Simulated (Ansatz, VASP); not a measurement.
# GaAs: VASP beside Ansatz

```
CELL_PARAMETERS angstrom
0.00000 2.86405 2.86405
2.86405 0.00000 2.86405
2.86405 2.86405 0.00000
ATOMIC_POSITIONS crystal
Ga 0.00000 0.00000 0.00000
As 0.75000 0.75000 0.75000
```

Change from the starting cell: volume scaled by 1.04, crystal datasets.

Alike in both runs: task electric field gradients; functional LDA; k mesh 10 × 10 × 10; occupations fermi-dirac, width 0.08 eV; no spin polarisation.

|  | VASP | Ansatz |
| --- | --- | --- |
| version | VASP 6.6.1 | Ansatz 0.2.0 |
| potentials or method | VASP PAW LDA potentials, release 64 (Ga_d, As), cutoff 520 eV | all-electron PAW with datasets made for the crystal, scalar-relativistic |

```tsv
	VASP	Ansatz	Ansatz less VASP
pressure (GPa)	-3.9	-4.1	-0.21
```

LDA's correlation is that of Perdew and Zunger in VASP and of Perdew and Wang (1992) in Ansatz. Ansatz ran all-electron here, and VASP with PAW potentials.
